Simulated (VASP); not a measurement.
# GePt (Pnma) in VASP: single point with PBE

Aim: the single point of GePt with PBE.

Everything below comes from runs of VASP 6.6.1. Logs are shortened: lines on timing, memory, paths and dates and some standing lists are left out, and cuts for length are marked.

**1. The cell of the first run**

Symmetry: Pnma, No. 62, orthorhombic system. Conventional cell: a = 5.719 Å, b = 3.697 Å, c = 6.084 Å, α = 90.00°, β = 90.00°, γ = 90.00°. Within 3.3 Å of Ge (site symmetry m) lie 6 Pt at 2.48 to 2.65 Å and 2 Ge at 3.02 Å. Pt (site symmetry m) has 6 Ge at 2.48 to 2.65 Å and 4 Pt at 2.95 to 2.97 Å within 3.3 Å.

**2. Single point, PBE**

INCAR reads:

```
PREC     = Accurate       # precision mode
ENCUT    = 520            # plane-wave cutoff, eV
EDIFF    = 1E-6           # SCF threshold, eV
ISMEAR   = 0              # smearing method
SIGMA    = 0.1            # smearing width, eV
LREAL    = False          # projectors in reciprocal space
LASPH    = True           # aspherical terms in the spheres
NELM     = 60             # most SCF steps
ALGO     = Normal         # electronic algorithm
ISIF     = 2              # what is computed and relaxed
LWAVE    = False          # write WAVECAR
LCHARG   = True           # write CHGCAR
GGA      = PE             # functional
LELF     = True           # ELF
LVHAR    = True         
NBANDS   = 58             # bands
```

KPOINTS reads:

```
Automatic mesh
0
Gamma
  6 8 6
```

POSCAR reads:

```
GePt
1.0
    5.7190000000      0.0000000000      0.0000000000
    0.0000000000      3.6970000000      0.0000000000
    0.0000000000      0.0000000000      6.0840000000
Ge Pt
4 4
Direct
    0.1850000000      0.2500000000      0.5900000000
    0.3150000000      0.7500000000      0.0900000000
    0.6850000000      0.2500000000      0.9100000000
    0.8150000000      0.7500000000      0.4100000000
    0.9995000000      0.2500000000      0.1908000000
    0.5005000000      0.7500000000      0.6908000000
    0.4995000000      0.2500000000      0.3092000000
    0.0005000000      0.7500000000      0.8092000000
```

Potentials or basis: VASP PAW PBE potentials, release 64 (Ge_d, Pt).

Started as:

```bash
> cat potpaw_PBE.64/Ge_d/POTCAR potpaw_PBE.64/Pt/POTCAR > POTCAR
> mpirun -np 1 vasp_std > vasp.out
```

OUTCAR:

```text
PREC = Accurate
   ENCUT = 520
   EDIFF = 1E-6
   ISMEAR = 0
   LREAL = False
   LASPH = True
   NELM = 60
   ISIF = 2
   GGA = PE

 ion  position               nearest neighbor table
   1  0.185  0.250  0.590-   7 2.48   8 2.51   8 2.51   5 2.65   6 2.65   6 2.65
   2  0.315  0.750  0.090-   8 2.48   7 2.51   7 2.51   6 2.65   5 2.65   5 2.65
   3  0.685  0.250  0.910-   5 2.48   6 2.51   6 2.51   7 2.65   8 2.65   8 2.65
   4  0.815  0.750  0.410-   6 2.48   5 2.51   5 2.51   8 2.65   7 2.65   7 2.65
   5  0.999  0.250  0.191-   3 2.48   4 2.51   4 2.51   1 2.65   2 2.65   2 2.65   7 2.95   7 2.95
                             8 2.97   8 2.97
   6  0.501  0.750  0.691-   4 2.48   3 2.51   3 2.51   2 2.65   1 2.65   1 2.65   8 2.95   8 2.95
                             7 2.97   7 2.97
   7  0.499  0.250  0.309-   1 2.48   2 2.51   2 2.51   3 2.65   4 2.65   4 2.65   5 2.95   5 2.95
                             6 2.97   6 2.97
   8  0.001  0.750  0.809-   2 2.48   1 2.51   1 2.51   4 2.65   3 2.65   3 2.65   6 2.95   6 2.95
                             5 2.97   5 2.97

  LATTYP: Found a simple orthorhombic cell.
 ALAT       =     3.6970000000
 B/A-ratio  =     1.5469299432
 C/A-ratio  =     1.6456586421

  Lattice vectors:

 A1 = (   0.0000000000,  -3.6970000000,   0.0000000000)
 A2 = (   5.7190000000,   0.0000000000,   0.0000000000)
 A3 = (   0.0000000000,   0.0000000000,   6.0840000000)

Analysis of symmetry for initial positions (statically):
=====================================================================
 Subroutine PRICEL returns:
 Original cell was already a primitive cell.

 Routine SETGRP: Setting up the symmetry group for a
 simple orthorhombic supercell.

 Subroutine GETGRP returns: Found  8 space group operations
 (whereof  2 operations were pure point group operations)
 out of a pool of  8 trial point group operations.

The static configuration has the point symmetry S_2 .
 The point group associated with its full space group is D_2h.

Analysis of symmetry for dynamics (positions and initial velocities):
=====================================================================
 Subroutine PRICEL returns:
 Original cell was already a primitive cell.

 Routine SETGRP: Setting up the symmetry group for a
 simple orthorhombic supercell.

 Subroutine GETGRP returns: Found  8 space group operations
 (whereof  2 operations were pure point group operations)
 out of a pool of  8 trial point group operations.

The dynamic configuration has the point symmetry S_2 .
 The point group associated with its full space group is D_2h.

 Subroutine INISYM returns: Found  8 space group operations
 (whereof  2 operations are pure point group operations),
 and found     1 'primitive' translations

----------------------------------------------------------------------------------------

                                     Primitive cell

  volume of cell :     128.6349

  direct lattice vectors                    reciprocal lattice vectors
     5.719000000  0.000000000  0.000000000     0.174855744  0.000000000  0.000000000
     0.000000000  3.697000000  0.000000000     0.000000000  0.270489586  0.000000000
     0.000000000  0.000000000  6.084000000     0.000000000  0.000000000  0.164365549

  length of vectors
     5.719000000  3.697000000  6.084000000     0.174855744  0.270489586  0.164365549

  position of ions in fractional coordinates (direct lattice)
     0.185000000  0.250000000  0.590000000
     0.315000000  0.750000000  0.090000000
     0.685000000  0.250000000  0.910000000
     0.815000000  0.750000000  0.410000000
     0.999500000  0.250000000  0.190800000
     0.500500000  0.750000000  0.690800000
     0.499500000  0.250000000  0.309200000
     0.000500000  0.750000000  0.809200000

  ion indices of the primitive-cell ions
   primitive index   ion index
                 1           1
                 2           2
                 3           3
                 4           4
                 5           5
                 6           6
                 7           7
                 8           8

----------------------------------------------------------------------------------------

 KPOINTS: Automatic mesh

Automatic generation of k-mesh.
 Grid dimensions read from file:
 generate k-points for:    6    8    6

 Generating k-lattice:

  Cartesian coordinates                     Fractional coordinates (reciprocal lattice)
     0.029142624  0.000000000  0.000000000     0.166666667  0.000000000  0.000000000
     0.000000000  0.033811198  0.000000000     0.000000000  0.125000000  0.000000000
     0.000000000  0.000000000  0.027394258     0.000000000  0.000000000  0.166666667

  Length of vectors
     0.029142624  0.033811198  0.027394258

  Shift w.r.t. Gamma in fractional coordinates (k-lattice)
     0.000000000  0.000000000  0.000000000

 Subroutine IBZKPT returns following result:
 ===========================================

 Found     80 irreducible k-points:

 Following reciprocal coordinates:
            Coordinates               Weight
  0.000000  0.000000  0.000000      1.000000
  0.166667  0.000000  0.000000      2.000000
  0.333333  0.000000  0.000000      2.000000
  0.500000  0.000000  0.000000      1.000000
  0.000000  0.125000  0.000000      2.000000
  0.166667  0.125000  0.000000      4.000000
[... 16 lines left out ...]
  0.333333  0.000000  0.166667      4.000000
  0.500000  0.000000  0.166667      2.000000
 [... further k-points ...]
   k-points           NKPTS =     80   k-points in BZ     NKDIM =     80   number of bands    NBANDS=     58
   number of dos      NEDOS =    301   number of ions     NIONS =      8
   total plane-waves  NPLWV =  64512
   dimension x,y,z NGX =    48 NGY =   28 NGZ =   48
   dimension x,y,z NGXF=    96 NGYF=   56 NGZF=   96
   ions per type =               4   4
   NGX,Y,Z   is equivalent  to a cutoff of  13.95, 12.59, 13.12 a.u.
   NGXF,Y,Z  is equivalent  to a cutoff of  27.91, 25.18, 26.23 a.u.
 SYSTEM =  unknown system
   PREC   = accura    normal or accurate (medium, high low for compatibility)
   ISTART =      0    job   : 0-new  1-cont  2-samecut
   ICHARG =      2    charge: 1-file 2-atom 10-const
   ISPIN  =      1    spin polarized calculation?
   LNONCOLLINEAR =      F non collinear calculations
   LSORBIT =      F    spin-orbit coupling
   LASPH  =      T    aspherical Exc in radial PAW
   ENCUT  =  520.0 eV  38.22 Ry    6.18 a.u.  10.63  6.87 11.31*2*pi/ulx,y,z
   NELM   =     60;   NELMIN=  2; NELMDL= -5     # of ELM steps
   EDIFF  = 0.1E-05   stopping-criterion for ELM
   LREAL  =      F    real-space projection
   EDIFFG = 0.1E-04   stopping-criterion for IOM
   NSW    =      0    number of steps for IOM
   IBRION =     -1    ionic relax: 0-MD 1-quasi-New 2-CG
   NFREE  =      0    steps in history (QN), initial steepest desc. (CG)
   ISIF   =      2    stress and relaxation
   ISYM   =      2    0-nonsym 1-usesym 2-fastsym
   POTIM  = 0.5000    time-step for ionic-motion
   TEBEG  =    0.0;   TEEND  =   0.0 temperature during run
   PSTRESS=    0.0 pullay stress
   NELECT =      96.0000    total number of electrons
   NUPDOWN=      -1.0000    fix difference up-down
   EMIN   =  10.00;   EMAX   =-10.00  energy-range for DOS
   EFERMI =   0.00;   METHOD = LEGACY
   ISMEAR =     0;   SIGMA  =   0.10  broadening in eV -4-tet -1-fermi 0-gaus
   EFERMI_NEDOS =   21; number of points for ismear=-14 and -15
   IALGO  =     38    algorithm
   IMIX   =      4    mixing-type and parameters
     AMIX     =   0.40;   BMIX     =  1.00
     AMIX_MAG =   1.60;   BMIX_MAG =  1.00
  volume/ion in A,a.u.               =      16.08       108.51
  Fermi-wavevector in a.u.,A,eV,Ry     =   1.484952  2.806152 30.001955  2.205082
  Thomas-Fermi vector in A             =   2.598424
   LORBIT       =      0    0 simple, 1 ext, 2 COOP (PROOUT), +10 PAW based schemes
   GGA     = PE    functional components
   LHFCALC =     F    Hartree Fock is set to
   AEXX    =    0.0000 exact exchange contribution
   IVDW    =     0    specifies the selected vdW correction
   LEPSILON=     F    determine dielectric tensor
   LRPA    =     F    only Hartree local field effects (RPA)
 non-spin polarized calculation
 Gauss-broadening in eV      SIGMA  =   0.10
  energy-cutoff  :      520.00
  volume of cell :      128.63
 maximum number of plane-waves:      3492
 NGX is ok and might be reduce to    48
   NGX = 21   NGY = 13   NGZ = 23

 number of electron      96.0000034 magnetization

 Free energy of the ion-electron system (eV)
  ---------------------------------------------------
  ext. energy  EPLUGINS =         0.00000000
  ---------------------------------------------------
  free energy    TOTEN  =       -46.01540023 eV

  energy without entropy =      -46.00161152  energy(sigma->0) =      -46.00850588

 E-fermi :   9.8736     XC(G=0): -12.4877

 val. band max:        9.8680898177   @ k =   0.0000   0.0000   0.5000
 cond. band min:       9.8871023473   @ k =   0.5000   0.1250   0.1667
 fundamental gap:      0.0190125295
 Fermi energy:         9.8736450830

 k-point     1 :       0.0000    0.0000    0.0000
  band No.  band energies     occupation
      1     -15.3556      2.00000
      2     -15.3475      2.00000
      3     -15.3471      2.00000
      4     -15.3432      2.00000
      5     -15.3337      2.00000
      6     -15.3190      2.00000
[... 50 lines left out ...]
     57      15.1130      0.00000
     58      15.6933      0.00000

 k-point     2 :       0.1667    0.0000    0.0000
  band No.  band energies     occupation
      1     -15.3549      2.00000
      2     -15.3475      2.00000
      3     -15.3468      2.00000
      4     -15.3430      2.00000
      5     -15.3332      2.00000
      6     -15.3203      2.00000
[... 50 lines left out ...]
     57      15.3660      0.00000
     58      15.5908      0.00000

 k-point     3 :       0.3333    0.0000    0.0000
  band No.  band energies     occupation
      1     -15.3531      2.00000
      2     -15.3488      2.00000
      3     -15.3450      2.00000
      4     -15.3429      2.00000
      5     -15.3316      2.00000
      6     -15.3239      2.00000
[... 1216 lines left out ...]
      3     -15.3453      2.00000
      4     -15.3432      2.00000
      5     -15.3309      2.00000
      6     -15.3244      2.00000
[... 50 lines left out ...]
     57      14.8529      0.00000
     58      15.2334      0.00000

 k-point    24 :       0.5000    0.0000    0.1667
  band No.  band energies     occupation
      1     -15.3507      2.00000
      2     -15.3507      2.00000
      3     -15.3439      2.00000
      4     -15.3439      2.00000
      5     -15.3281      2.00000
      6     -15.3281      2.00000
[... 50 lines left out ...]
     57      14.4646      0.00000
     58      14.4646      0.00000

 [... further k-points ...]

------------------------ aborting loop because EDIFF is reached ----------------------------------------

  FORCE on cell =-STRESS in cart. coord.  units (eV):
  Direction    XX          YY          ZZ          XY          YZ          ZX
  --------------------------------------------------------------------------------------
  -------------------------------------------------------------------------------------
  Total        6.8104953      6.7898052      6.3608747      0.0000000      0.0000000      0.0000000
  in kB       84.8263001     84.5686003     79.2261721      0.0000000      0.0000000      0.0000000
  external PRESSURE =      82.8736908 kB  Pullay stress =       0.0000000 kB

 VOLUME and BASIS-vectors are now :
 -----------------------------------------------------------------------------
  energy-cutoff  :      520.00
  volume of cell :      128.63
      direct lattice vectors                 reciprocal lattice vectors
     5.719000000  0.000000000  0.000000000     0.174855744  0.000000000  0.000000000
     0.000000000  3.697000000  0.000000000     0.000000000  0.270489586  0.000000000
     0.000000000  0.000000000  6.084000000     0.000000000  0.000000000  0.164365549

 POSITION                                       TOTAL-FORCE (eV/Angst)
 -----------------------------------------------------------------------------------
      1.05802      0.92425      3.58956        -0.062982     -0.000000     -0.078031
      1.80148      2.77275      0.54756         0.062982      0.000000     -0.078031
      3.91752      0.92425      5.53644        -0.062982     -0.000000      0.078031
      4.66098      2.77275      2.49444         0.062982      0.000000      0.078031
      5.71614      0.92425      1.16083         0.076344     -0.000000     -0.017902
      2.86236      2.77275      4.20283        -0.076344     -0.000000     -0.017902
      2.85664      0.92425      1.88117         0.076344     -0.000000      0.017902
      0.00286      2.77275      4.92317        -0.076344      0.000000      0.017902
 -----------------------------------------------------------------------------------
    total drift:                                0.000000      0.000000      0.000000

  FREE ENERGIE OF THE ION-ELECTRON SYSTEM (eV)
  ---------------------------------------------------
  free  energy   TOTEN  =       -46.0154002255 eV

  energy  without entropy=      -46.0016115250  energy(sigma->0) =      -46.00850588
```

Run time: 14 min. Hardware: 1 thread of Intel Xeon 8259CL, shared host; peak memory 0.56 GiB.

What came out:

| Quantity | Value |
| --- | --- |
| Free energy | -46.0154 eV |
| Pressure | 8.3 GPa |
| Largest force | 0.100 eV/Å |
| Band gap on the k mesh | zero (bands 48 and 49 overlap by 1.52 eV) |

Forces on the atoms (eV/Å):
```
Ge  -0.063  0.000 -0.078
Ge   0.063  0.000 -0.078
Ge  -0.063  0.000  0.078
Ge   0.063  0.000  0.078
Pt   0.076  0.000 -0.018
Pt  -0.076  0.000 -0.018
Pt   0.076  0.000  0.018
Pt  -0.076  0.000  0.018
```

Stress tensor (GPa, compression positive):
```
8.48 0.00 0.00
0.00 8.46 0.00
0.00 0.00 7.92
```

Levels at points of the mesh, in eV from the Fermi level:
```
           k point  band 46  band 47  band 48  band 49  band 50  band 51
(0.00, 0.00, 0.00)    -1.53    -1.43    -1.00     0.64     0.95     3.01
(0.50, 0.00, 0.00)    -2.50     0.05     0.05     1.29     1.29     2.28
(0.00, 0.50, 0.00)    -2.59    -1.66    -1.66    -0.15    -0.15     2.08
(0.50, 0.50, 0.00)    -1.95    -1.95    -1.95     0.64     0.64     0.64
(0.00, 0.00, 0.50)    -1.88    -0.01    -0.01     1.04     1.04     1.90
(0.50, 0.00, 0.50)    -1.41     0.70     0.70     1.85     1.85     2.62
(0.00, 0.50, 0.50)    -2.54    -2.17    -2.17     0.49     0.49     1.10
(0.50, 0.50, 0.50)    -2.51    -2.51    -2.51     2.50     2.50     2.50
```

Caveat: the cell stands under pressure; spin-orbit coupling is left out, which moves the levels of the heavy elements.
